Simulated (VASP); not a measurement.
# Ni3Ge (Pm-3m) in VASP: notebook

Ni3Ge is run at these levels: r2SCAN+D4; tasks: single point.

All numbers are computed with VASP 6.6.1; they aren't measurements. Logs are shortened: lines on timing, memory, paths and dates and some standing lists are left out, and cuts for length are marked.

### 1 The cell of the first run

It takes space group Pm-3m (No. 221, cubic). The conventional cell has a = 3.530 Å, b = 3.530 Å, c = 3.530 Å, α = 90.00°, β = 90.00°, γ = 90.00°. Within 3.3 Å of Ni (site symmetry 4/mmm) lie 8 Ni at 2.50 Å and 4 Ge at 2.50 Å. Within 3.3 Å of Ge (site symmetry m-3m) lie 12 Ni at 2.50 Å.

### 2 Single point, r2SCAN+D4, collinear spin, zero start

Contents of POSCAR:

```
Ni3Ge
1.0
    3.5303340000      0.0000000000      0.0000000000
    0.0000000000      3.5303340000      0.0000000000
    0.0000000000      0.0000000000      3.5303340000
Ni Ge
3 1
Direct
    0.5000000000      0.0000000000      0.5000000000
    0.0000000000      0.5000000000      0.5000000000
    0.5000000000      0.5000000000      0.0000000000
    0.0000000000      0.0000000000      0.0000000000
```

Contents of INCAR.step1:

```
PREC = Accurate
ENCUT = 520
ISMEAR = -1
SIGMA = 0.2
LREAL = F
LASPH = T
NELM = 150
ISPIN = 2
MAGMOM = 0 0 0 0
NUPDOWN = 0.0
LMAXMIX = 4
NBANDS = 34
GGA = PE
ALGO = Normal
EDIFF = 1E-4
LWAVE = T
LCHARG = F
```

Contents of INCAR.step2:

```
PREC = Accurate
ENCUT = 520
EDIFF = 1E-6
ISMEAR = -1
SIGMA = 0.2
LREAL = F
LASPH = T
NELM = 150
ALGO = Normal
ISIF = 2
LWAVE = F
LCHARG = F
ISPIN = 2
MAGMOM = 0 0 0 0
LORBIT = 11
NUPDOWN = 0.0
LMAXMIX = 4
METAGGA = R2SCAN
LMIXTAU = T
IVDW = 13
VDW_S6 = 1.0
VDW_S8 = 0.6018749
VDW_A1 = 0.51559235
VDW_A2 = 5.77342911
NBANDS = 34
ISTART = 1
```

Contents of KPOINTS:

```
Automatic mesh
0
Gamma
  7 7 7
  0.5 0.5 0.5
```

Potentials or basis: VASP PAW PBE potentials, release 64 (Ni, Ge_d).

On the command line:

```bash
cat potpaw_PBE.64/Ni/POTCAR potpaw_PBE.64/Ge_d/POTCAR > POTCAR
cp INCAR.step1 INCAR
mpirun -np 1 vasp_std > vasp.out
cp INCAR.step2 INCAR
mpirun -np 1 vasp_std > vasp.out
```

OUTCAR:

```text
PREC = Accurate
   ENCUT = 520
   EDIFF = 1E-6
   ISMEAR = -1
   LREAL = F
   LASPH = T
   NELM = 150
   ISIF = 2
   ISPIN = 2
   LORBIT = 11
   NUPDOWN = 0.0
   METAGGA = R2SCAN
   IVDW = 13
   ISTART = 1

 ion  position               nearest neighbor table
   1  0.500  0.000  0.500-   2 2.50   3 2.50   4 2.50   3 2.50   4 2.50   2 2.50   3 2.50   3 2.50
                             2 2.50   4 2.50   4 2.50   2 2.50
   2  0.000  0.500  0.500-   1 2.50   3 2.50   4 2.50   3 2.50   4 2.50   1 2.50   4 2.50   4 2.50
                             1 2.50   3 2.50   3 2.50   1 2.50
   3  0.500  0.500  0.000-   1 2.50   2 2.50   4 2.50   1 2.50   2 2.50   1 2.50   4 2.50   1 2.50
                             2 2.50   4 2.50   2 2.50   4 2.50
   4  0.000  0.000  0.000-   1 2.50   2 2.50   3 2.50   1 2.50   2 2.50   2 2.50   3 2.50   2 2.50
                             1 2.50   3 2.50   1 2.50   3 2.50

  LATTYP: Found a simple cubic cell.
 ALAT       =     3.5303340000

  Lattice vectors:

 A1 = (   3.5303340000,   0.0000000000,   0.0000000000)
 A2 = (   0.0000000000,   3.5303340000,   0.0000000000)
 A3 = (   0.0000000000,   0.0000000000,   3.5303340000)

Analysis of symmetry for initial positions (statically):
=====================================================================
 Subroutine PRICEL returns:
 Original cell was already a primitive cell.

 Routine SETGRP: Setting up the symmetry group for a
 simple cubic supercell.

 Subroutine GETGRP returns: Found 48 space group operations
 (whereof 48 operations were pure point group operations)
 out of a pool of 48 trial point group operations.

The static configuration has the point symmetry O_h .

Analysis of symmetry for dynamics (positions and initial velocities):
=====================================================================
 Subroutine PRICEL returns:
 Original cell was already a primitive cell.

 Routine SETGRP: Setting up the symmetry group for a
 simple cubic supercell.

 Subroutine GETGRP returns: Found 48 space group operations
 (whereof 48 operations were pure point group operations)
 out of a pool of 48 trial point group operations.

The dynamic configuration has the point symmetry O_h .

Analysis of structural, dynamic, and magnetic symmetry:
=====================================================================
 Subroutine PRICEL returns:
 Original cell was already a primitive cell.

 Routine SETGRP: Setting up the symmetry group for a
 simple cubic supercell.

 Subroutine GETGRP returns: Found 48 space group operations
 (whereof 48 operations were pure point group operations)
 out of a pool of 48 trial point group operations.

The overall configuration has the point symmetry O_h .

 Subroutine INISYM returns: Found 48 space group operations
 (whereof 48 operations are pure point group operations),
 and found     1 'primitive' translations

----------------------------------------------------------------------------------------

                                     Primitive cell

  volume of cell :      43.9995

  direct lattice vectors                    reciprocal lattice vectors
     3.530334000  0.000000000  0.000000000     0.283259318  0.000000000  0.000000000
     0.000000000  3.530334000  0.000000000     0.000000000  0.283259318  0.000000000
     0.000000000  0.000000000  3.530334000     0.000000000  0.000000000  0.283259318

  length of vectors
     3.530334000  3.530334000  3.530334000     0.283259318  0.283259318  0.283259318

  position of ions in fractional coordinates (direct lattice)
     0.500000000  0.000000000  0.500000000
     0.000000000  0.500000000  0.500000000
     0.500000000  0.500000000  0.000000000
     0.000000000  0.000000000  0.000000000

  ion indices of the primitive-cell ions
   primitive index   ion index
                 1           1
                 2           2
                 3           3
                 4           4

----------------------------------------------------------------------------------------

 KPOINTS: Automatic mesh

Automatic generation of k-mesh.
 Grid dimensions read from file:
 generate k-points for:    7    7    7

 Generating k-lattice:

  Cartesian coordinates                     Fractional coordinates (reciprocal lattice)
     0.040465617  0.000000000  0.000000000     0.142857143  0.000000000  0.000000000
     0.000000000  0.040465617  0.000000000     0.000000000  0.142857143  0.000000000
     0.000000000  0.000000000  0.040465617     0.000000000  0.000000000  0.142857143

  Length of vectors
     0.040465617  0.040465617  0.040465617

  Shift w.r.t. Gamma in fractional coordinates (k-lattice)
     0.500000000  0.500000000  0.500000000

 Subroutine IBZKPT returns following result:
 ===========================================

 Found     20 irreducible k-points:

 Following reciprocal coordinates:
            Coordinates               Weight
  0.071429  0.071429  0.071429      8.000000
  0.214286  0.071429  0.071429     24.000000
  0.357143  0.071429  0.071429     24.000000
  0.500000  0.071429  0.071429     12.000000
  0.214286  0.214286  0.071429     24.000000
  0.357143  0.214286  0.071429     48.000000
[... 12 lines left out ...]
  0.500000  0.500000  0.357143      6.000000
  0.500000  0.500000  0.500000      1.000000
   k-points           NKPTS =     20   k-points in BZ     NKDIM =     20   number of bands    NBANDS=     34
   number of dos      NEDOS =    301   number of ions     NIONS =      4
   total plane-waves  NPLWV =  21952
   dimension x,y,z NGX =    28 NGY =   28 NGZ =   28
   dimension x,y,z NGXF=    56 NGYF=   56 NGZF=   56
   ions per type =               3   1
   NGX,Y,Z   is equivalent  to a cutoff of  13.19, 13.19, 13.19 a.u.
   NGXF,Y,Z  is equivalent  to a cutoff of  26.37, 26.37, 26.37 a.u.
 SYSTEM =  unknown system
   PREC   = accura    normal or accurate (medium, high low for compatibility)
   ISTART =      1    job   : 0-new  1-cont  2-samecut
   ICHARG =      0    charge: 1-file 2-atom 10-const
   ISPIN  =      2    spin polarized calculation?
   LNONCOLLINEAR =      F non collinear calculations
   LSORBIT =      F    spin-orbit coupling
   LASPH  =      T    aspherical Exc in radial PAW
   ENCUT  =  520.0 eV  38.22 Ry    6.18 a.u.   6.56  6.56  6.56*2*pi/ulx,y,z
   NELM   =    150;   NELMIN=  2; NELMDL=  0     # of ELM steps
   EDIFF  = 0.1E-05   stopping-criterion for ELM
   LREAL  =      F    real-space projection
   EDIFFG = 0.1E-04   stopping-criterion for IOM
   NSW    =      0    number of steps for IOM
   IBRION =     -1    ionic relax: 0-MD 1-quasi-New 2-CG
   NFREE  =      0    steps in history (QN), initial steepest desc. (CG)
   ISIF   =      2    stress and relaxation
   ISYM   =      2    0-nonsym 1-usesym 2-fastsym
   POTIM  = 0.5000    time-step for ionic-motion
   TEBEG  =    0.0;   TEEND  =   0.0 temperature during run
   PSTRESS=    0.0 pullay stress
   NELECT =      44.0000    total number of electrons
   NUPDOWN=       0.0000    fix difference up-down
   EMIN   =  10.00;   EMAX   =-10.00  energy-range for DOS
   EFERMI =   0.00;   METHOD = LEGACY
   ISMEAR =    -1;   SIGMA  =   0.20  broadening in eV -4-tet -1-fermi 0-gaus
   EFERMI_NEDOS =   21; number of points for ismear=-14 and -15
   IALGO  =     38    algorithm
   IMIX   =      4    mixing-type and parameters
     AMIX     =   0.40;   BMIX     =  1.00
     AMIX_MAG =   1.60;   BMIX_MAG =  1.00
  volume/ion in A,a.u.               =      11.00        74.23
  Fermi-wavevector in a.u.,A,eV,Ry     =   1.637105  3.093680 36.465158  2.680114
  Thomas-Fermi vector in A             =   2.728300
   LORBIT       =     11    0 simple, 1 ext, 2 COOP (PROOUT), +10 PAW based schemes
   METAGGA = R2SCAN    functional components
   LHFCALC =     F    Hartree Fock is set to
   AEXX    =    0.0000 exact exchange contribution
   IVDW    =    13    specifies the selected vdW correction
   LEPSILON=     F    determine dielectric tensor
   LRPA    =     F    only Hartree local field effects (RPA)
 spin polarized calculation
  energy-cutoff  :      520.00
  volume of cell :       44.00
 maximum number of plane-waves:      1208
 NGX is ok and might be reduce to    28
   NGX = 13   NGY = 13   NGZ = 13

 number of electron      43.9999972 magnetization      -0.0000000

 number of electron      43.9999972 magnetization       0.0000000

 Free energy of the ion-electron system (eV)
  ---------------------------------------------------
  ext. energy  EPLUGINS =         0.00000000
  ---------------------------------------------------
  free energy    TOTEN  =       -50.89354440 eV

  energy without entropy =      -50.55911318  energy(sigma->0) =      -50.72632879

 E-fermi :  10.2892     XC(G=0): -14.7543

 val. band max:       10.2384617541   @ k =   0.5000   0.3571   0.3571
 cond. band min:      10.2921964995   @ k =   0.3571   0.3571   0.3571
 fundamental gap:      0.0537347454
 Fermi energy:        10.2892423495

 spin component 1

 k-point     1 :       0.0714    0.0714    0.0714
  band No.  band energies     occupation
      1     -15.2103      1.00000
      2     -15.2103      1.00000
      3     -15.1980      1.00000
      4     -15.1980      1.00000
      5     -15.1979      1.00000
      6      -2.7013      1.00000
[... 729 lines left out ...]
     33      31.8110      0.00000
     34      31.8113      0.00000
 Fermi energy:        10.2892423461

 spin component 2

 k-point     1 :       0.0714    0.0714    0.0714
  band No.  band energies     occupation
      1     -15.2103      1.00000
      2     -15.2103      1.00000
      3     -15.1980      1.00000
      4     -15.1980      1.00000
      5     -15.1979      1.00000
      6      -2.7013      1.00000
[... 729 lines left out ...]
     33      31.8109      0.00000
     34      31.8110      0.00000

------------------------ aborting loop because EDIFF is reached ----------------------------------------

  DFT-D4 for vdW energy calculation

  Edisp (eV):   -0.67373

  FORCE on cell =-STRESS in cart. coord.  units (eV):
  Direction    XX          YY          ZZ          XY          YZ          ZX
  --------------------------------------------------------------------------------------
  -------------------------------------------------------------------------------------
  Total      -0.14088    -0.14088    -0.14088     0.00000     0.00000    -0.00000
  in kB      -5.13003    -5.13003    -5.13003     0.00000     0.00000    -0.00000
  external pressure =       -5.13 kB  Pullay stress =        0.00 kB

 VOLUME and BASIS-vectors are now :
 -----------------------------------------------------------------------------
  energy-cutoff  :      520.00
  volume of cell :       44.00
      direct lattice vectors                 reciprocal lattice vectors
     3.530334000  0.000000000  0.000000000     0.283259318  0.000000000  0.000000000
     0.000000000  3.530334000  0.000000000     0.000000000  0.283259318  0.000000000
     0.000000000  0.000000000  3.530334000     0.000000000  0.000000000  0.283259318

 POSITION                                       TOTAL-FORCE (eV/Angst)
 -----------------------------------------------------------------------------------
      1.76517      0.00000      1.76517         0.000000      0.000000      0.000000
      0.00000      1.76517      1.76517         0.000000      0.000000      0.000000
      1.76517      1.76517      0.00000         0.000000      0.000000      0.000000
      0.00000      0.00000      0.00000         0.000000      0.000000      0.000000
 -----------------------------------------------------------------------------------
    total drift:                                0.000000      0.000000      0.000000

  FREE ENERGIE OF THE ION-ELECTRON SYSTEM (eV)
  ---------------------------------------------------
  free  energy   TOTEN  =       -51.5672708956 eV

  energy  without entropy=      -51.2328396734  energy(sigma->0) =      -51.40005528

 total charge

# of ion       s       p       d       tot
------------------------------------------
    1        0.484   0.563   8.438   9.485
    2        0.484   0.563   8.438   9.485
    3        0.484   0.563   8.438   9.485
    4        1.068   1.271  10.144  12.483
--------------------------------------------------
tot          2.519   2.961  35.458  40.939

 magnetization (x)

# of ion       s       p       d       tot
------------------------------------------
    1       -0.000   0.000  -0.000  -0.000
    2       -0.000   0.000  -0.000  -0.000
    3       -0.000   0.000  -0.000  -0.000
    4        0.000   0.000  -0.000  -0.000
--------------------------------------------------
tot         -0.000   0.000  -0.000  -0.000
```

Run time: 1.9 min. Hardware: 1 thread of Intel Xeon 6975P-C (Granite Rapids), shared host; peak memory 0.21 GiB.

Results:

* Free energy: -51.5673 eV
* Pressure: -0.5 GPa
* Net moment: 0.00 μB per cell
* Valence electrons inside the program's atomic spheres: Ni 9.48; Ge 12.48
* Dispersion energy per atom: -0.168 eV

Caveat: the PAW data sets were made with another functional, which shifts forces and pressure a little; the total moment is fixed, so each spin has its own Fermi level.

### 3 Single point, r2SCAN+D4, collinear spin, ferromagnetic start

POSCAR is that of step 2.

Contents of INCAR.step1:

```
SYSTEM = Ni3Ge
PREC = Accurate
ENCUT = 520
ISMEAR = -1
SIGMA = 0.2
LREAL = .False.
LASPH = .True.
NELM = 150
ISPIN = 2
MAGMOM = 0.51 0.51 0.51 0.01
NUPDOWN = 1.3
LMAXMIX = 4
NBANDS = 34
GGA = PE
ALGO = Normal
EDIFF = 1E-4
LWAVE = .True.
LCHARG = .False.
```

Contents of INCAR.step2:

```
SYSTEM = Ni3Ge
PREC = Accurate
ENCUT = 520
EDIFF = 1E-6
ISMEAR = -1
SIGMA = 0.2
LREAL = .False.
LASPH = .True.
NELM = 150
ALGO = Normal
ISIF = 2
LWAVE = .False.
LCHARG = .True.
ISPIN = 2
MAGMOM = 0.51 0.51 0.51 0.01
LORBIT = 11
NUPDOWN = 1.3
LMAXMIX = 4
METAGGA = R2SCAN
LMIXTAU = .True.
IVDW = 13
VDW_S6 = 1.0
VDW_S8 = 0.6018749
VDW_A1 = 0.51559235
VDW_A2 = 5.77342911
LELF = .True.
LVHAR = .True.
NBANDS = 34
ISTART = 1
```

KPOINTS is that of step 2.

Potentials or basis: VASP PAW PBE potentials, release 64 (Ni, Ge_d).

On the command line:

```bash
cat potpaw_PBE.64/Ni/POTCAR potpaw_PBE.64/Ge_d/POTCAR > POTCAR
cp INCAR.step1 INCAR
mpirun -np 1 vasp_std > vasp.out
cp INCAR.step2 INCAR
mpirun -np 1 vasp_std > vasp.out
```

OUTCAR:

```text
SYSTEM = Ni3Ge
   PREC = Accurate
   ENCUT = 520
   EDIFF = 1E-6
   ISMEAR = -1
   LREAL = .False.
   LASPH = .True.
   NELM = 150
   ISIF = 2
   ISPIN = 2
   LORBIT = 11
   NUPDOWN = 1.3
   METAGGA = R2SCAN
   IVDW = 13
   ISTART = 1

 ion  position               nearest neighbor table
   1  0.500  0.000  0.500-   2 2.50   3 2.50   4 2.50   3 2.50   4 2.50   2 2.50   3 2.50   3 2.50
                             2 2.50   4 2.50   4 2.50   2 2.50
   2  0.000  0.500  0.500-   1 2.50   3 2.50   4 2.50   3 2.50   4 2.50   1 2.50   4 2.50   4 2.50
                             1 2.50   3 2.50   3 2.50   1 2.50
   3  0.500  0.500  0.000-   1 2.50   2 2.50   4 2.50   1 2.50   2 2.50   1 2.50   4 2.50   1 2.50
                             2 2.50   4 2.50   2 2.50   4 2.50
   4  0.000  0.000  0.000-   1 2.50   2 2.50   3 2.50   1 2.50   2 2.50   2 2.50   3 2.50   2 2.50
                             1 2.50   3 2.50   1 2.50   3 2.50

  LATTYP: Found a simple cubic cell.
 ALAT       =     3.5303340000

  Lattice vectors:

 A1 = (   3.5303340000,   0.0000000000,   0.0000000000)
[... 1686 lines left out ...]
  Edisp (eV):   -0.67373

  FORCE on cell =-STRESS in cart. coord.  units (eV):
  Direction    XX          YY          ZZ          XY          YZ          ZX
  --------------------------------------------------------------------------------------
  -------------------------------------------------------------------------------------
  Total       0.38221     0.38221     0.38221    -0.00000     0.00000    -0.00000
  in kB      13.91745    13.91745    13.91745    -0.00000     0.00000    -0.00000
  external pressure =       13.92 kB  Pullay stress =        0.00 kB

 VOLUME and BASIS-vectors are now :
 -----------------------------------------------------------------------------
  energy-cutoff  :      520.00
  volume of cell :       44.00
      direct lattice vectors                 reciprocal lattice vectors
     3.530334000  0.000000000  0.000000000     0.283259318  0.000000000  0.000000000
     0.000000000  3.530334000  0.000000000     0.000000000  0.283259318  0.000000000
     0.000000000  0.000000000  3.530334000     0.000000000  0.000000000  0.283259318

 POSITION                                       TOTAL-FORCE (eV/Angst)
 -----------------------------------------------------------------------------------
      1.76517      0.00000      1.76517         0.000000      0.000000      0.000000
      0.00000      1.76517      1.76517         0.000000      0.000000      0.000000
      1.76517      1.76517      0.00000         0.000000      0.000000      0.000000
      0.00000      0.00000      0.00000         0.000000      0.000000      0.000000
 -----------------------------------------------------------------------------------
    total drift:                                0.000000      0.000000      0.000000

  FREE ENERGIE OF THE ION-ELECTRON SYSTEM (eV)
  ---------------------------------------------------
  free  energy   TOTEN  =       -51.4504602477 eV

  energy  without entropy=      -51.1095099415  energy(sigma->0) =      -51.27998509

 total charge

# of ion       s       p       d       tot
------------------------------------------
    1        0.487   0.572   8.417   9.476
    2        0.487   0.572   8.417   9.476
    3        0.487   0.572   8.417   9.476
    4        1.065   1.288  10.142  12.496
--------------------------------------------------
tot          2.527   3.005  35.392  40.924

 magnetization (x)

# of ion       s       p       d       tot
------------------------------------------
    1       -0.005  -0.013   0.457   0.439
    2       -0.005  -0.013   0.457   0.439
    3       -0.005  -0.013   0.457   0.439
    4        0.004   0.020  -0.011   0.012
--------------------------------------------------
tot         -0.010  -0.019   1.359   1.330
```

OUTCAR.step1:

```text
SYSTEM = Ni3Ge
   PREC = Accurate
   ENCUT = 520
   ISMEAR = -1
   LREAL = .False.
   LASPH = .True.
[... 1726 lines left out ...]
      0.00000      1.76517      1.76517         0.000000      0.000000      0.000000
      1.76517      1.76517      0.00000         0.000000      0.000000      0.000000
      0.00000      0.00000      0.00000         0.000000      0.000000      0.000000
 -----------------------------------------------------------------------------------
    total drift:                                0.000000      0.000000      0.000000

  FREE ENERGIE OF THE ION-ELECTRON SYSTEM (eV)
  ---------------------------------------------------
  free  energy   TOTEN  =       -22.0039331808 eV

  energy  without entropy=      -21.5941264786  energy(sigma->0) =      -21.79902983
```

Run time: 1.8 min. Hardware: 1 thread of Intel Xeon 6975P-C (Granite Rapids), shared host; peak memory 0.21 GiB.

What came out:

- Free energy: -51.4505 eV
- Pressure: 1.4 GPa
- Net moment: 1.30 μB per cell
- Site moments: Ni +0.44; Ge +0.01 μB
- Valence electrons inside the program's atomic spheres: Ni 9.48; Ge 12.50
- Dispersion energy per atom: -0.168 eV

Caveat: the PAW data sets were made with another functional, which shifts forces and pressure a little; the total moment is fixed, so each spin has its own Fermi level.

[end of part 1 of 2]
